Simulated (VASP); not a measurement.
Set up this calculation in VASP 6.6.1, as the native input.

```
Task                   : single point
Functional             : PBE
Potentials or basis    : VASP PAW PBE potentials, release 64 (Hf_pv, N)
Cutoff                 : 520 eV
k mesh                 : 8 × 8 × 6
Occupations            : gaussian, width 0.05 eV
Spin                   : no spin polarisation
Dipole correction      : no
Further INCAR settings : ALGO = Normal; EDIFF = 1e-06; NBANDS = 14
```

The structure of HfN lies in POSCAR:

```
HfN
1.0
    3.0965244032      0.0000000000      0.0000000000
   -1.5482622016      2.6816687966      0.0000000000
    0.0000000000      0.0000000000      2.9129499774
Hf N
1 1
Direct
    0.0000000000      0.0000000000      0.0000000000
    0.6666666667      0.3333333333      0.5000000000
```

The input as run:

INCAR

```
PREC = Accurate
ENCUT = 520
EDIFF = 1E-6
ISMEAR = 0
SIGMA = 0.05
LREAL = F
LASPH = T
NELM = 60
ALGO = Normal
ISIF = 2
LWAVE = F
LCHARG = F
GGA = PE
NBANDS = 14
```

KPOINTS

```
regular mesh
0
Gamma
  8 8 6
```

Potentials or basis: VASP PAW PBE potentials, release 64 (Hf_pv, N).

Run with:

```sh
$ cat potpaw_PBE.64/Hf_pv/POTCAR potpaw_PBE.64/N/POTCAR > POTCAR
$ mpirun -np 1 vasp_std > vasp.out
```

It gave:

```json
{"Pressure": "-2.0 GPa", "Band gap on the k mesh": "zero (an odd number of electrons rules out a gap without spin polarisation)"}
```

Caveat: spin-orbit coupling is left out, which moves the levels of the heavy elements.

Wall time 13 s on 1 thread of Intel Xeon 8259CL, on a shared host, peak memory 0.15 GiB.
